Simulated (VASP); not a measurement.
Write the native input for VASP 6.6.1 that does the following.

```
Task                   : relaxation of cell and atoms
Functional             : PBE
Potentials or basis    : VASP PAW PBE potentials, release 64 (Ba_sv, Sm_3, O), 4f in core
Cutoff                 : 600 eV
k mesh                 : 8 × 8 × 8
Occupations            : gaussian, width 0.1 eV
Spin                   : no spin polarisation
Dipole correction      : no
Further INCAR settings : ALGO = Normal; EDIFF = 1e-07; IBRION = 2; EDIFFG = -0.01; NSW = 100; ISIF = 3
```

The structure of BaSm3O lies in POSCAR:

```
BaSm3O
1.0
    5.1183502549      0.0000000000      0.0000000000
    0.0000000000      5.1183502549      0.0000000000
    0.0000000000      0.0000000000      5.2582586735
Ba Sm O
1 3 1
Direct
    0.5000000000      0.5000000000      0.0000000000
    0.5000000000      0.0000000000      0.5000000000
    0.0000000000      0.5000000000      0.5000000000
    0.0000000000      0.0000000000      0.0000000000
    0.0000000000      0.0000000000      0.5000000000
```

The cell was generated, and may not be a known phase.

One way to write it, as run:

INCAR

```
SYSTEM = BaSm3O
PREC = Accurate
ENCUT = 600
EDIFF = 1E-7
ISMEAR = 0
SIGMA = 0.1
LREAL = .False.
LASPH = .True.
NELM = 200
ALGO = Normal
ISIF = 3
LWAVE = .False.
LCHARG = .False.
GGA = PE
IBRION = 2
NSW = 100
EDIFFG = -0.01
GGA_COMPAT = .False.
NELMIN = 4
LMAXMIX = 6
```

KPOINTS

```
Automatic mesh
0
Gamma
  8 8 8
  0 0 0
```

Potentials or basis: VASP PAW PBE potentials, release 64 (Ba_sv, Sm_3, O), 4f in core.

Run with:

```bash
$ cat potpaw_PBE.64/Ba_sv/POTCAR potpaw_PBE.64/Sm_3/POTCAR potpaw_PBE.64/O/POTCAR > POTCAR
$ mpirun -np 1 vasp_std > vasp.out
```

Results of the run:

```json
{
 "Relaxed volume": "27.76 Å³/atom",
 "Relaxed cell": "a = 5.170 Å, b = 5.170 Å, c = 5.194 Å, α = 90.00°, β = 90.00°, γ = 90.00°",
 "Space group after relaxing (to 0.1 Å)": "Pm-3m (No. 221)",
 "Energy gained by relaxing": "0.7 meV/atom",
 "Ionic steps": "6",
 "Pressure after relaxing": "0.0 GPa",
 "Band gap on the k mesh": "zero (an odd number of electrons rules out a gap without spin polarisation)"
}
```

Caveat: spin-orbit coupling is left out, which moves the levels of the heavy elements; the 4f electrons are frozen in the core, so they carry no moment and show no levels; an odd number of electrons without spin polarisation forces a metal; a magnetic or distorted state may lie lower; the run has no spin polarisation, though such a crystal can be magnetic.

It took 9.4 min on 1 thread of Intel(R) Xeon(R) 6975P-C (Granite Rapids), on a shared host, peak memory 0.53 GiB.
